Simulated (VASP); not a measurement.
Write the native input for VASP 6.6.1 that does the following.

| Quantity | Value |
| --- | --- |
| Task | single point |
| Functional | PBE |
| Potentials or basis | VASP PAW PBE potentials, release 64 (Cd, Se) |
| Cutoff | 520 eV |
| k mesh | 4 × 4 × 4 |
| Occupations | gaussian, width 0.1 eV |
| Spin | collinear spin, zero start |
| Starting moments | [0.0, 0.0] μB |
| Hubbard terms | Cd d U = 4.7 eV |
| Dipole correction | no |
| Further INCAR settings | ALGO = Normal; EDIFF = 1e-07; NBANDS = 20 |

The structure of CdSe lies in POSCAR:

```
CdSe
1.0
    0.0000000000      2.8739580000      2.8739580000
    2.8739580000      0.0000000000      2.8739580000
    2.8739580000      2.8739580000      0.0000000000
Cd Se
1 1
Direct
    0.0000000000      0.0000000000      0.0000000000
    0.5000000000      0.5000000000      0.5000000000
```

These files were run (other wordings do the same):

INCAR

```
SYSTEM = CdSe
PREC = Accurate
ENCUT = 520
EDIFF = 1E-7
ISMEAR = 0
SIGMA = 0.1
LREAL = .FALSE.
LASPH = .TRUE.
NELM = 150
ALGO = Normal
ISIF = 2
LWAVE = .FALSE.
LCHARG = .TRUE.
ISPIN = 2
MAGMOM = 0 0
LORBIT = 11
LDAU = .TRUE.
LDAUTYPE = 2
LDAUL = 2 -1
LDAUU = 4.7 0
LDAUJ = 0 0
LDAUPRINT = 1
GGA = PE
LELF = .TRUE.
LVHAR = .TRUE.
NBANDS = 20
```

KPOINTS

```
Automatic mesh
0
G
  4 4 4
  0 0 0
```

Potentials or basis: VASP PAW PBE potentials, release 64 (Cd, Se).

Command:

```console
$ cat potpaw_PBE.64/Cd/POTCAR potpaw_PBE.64/Se/POTCAR > POTCAR
$ mpirun -np 1 vasp_std > vasp.out
```

Results of the run:

```json
{
 "Pressure": "-0.3 GPa",
 "Band gap on the k mesh": "zero (filled and empty bands overlap)",
 "Net moment": "0.00 μB per cell",
 "Valence electrons inside the program's atomic spheres": "Cd 10.41; Se 3.83"
}
```

Caveat: the k points lie up to 0.47 Å⁻¹ apart.

Run time: 42 s on 1 thread of AMD EPYC 7R13, on a shared host, peak memory 0.16 GiB.
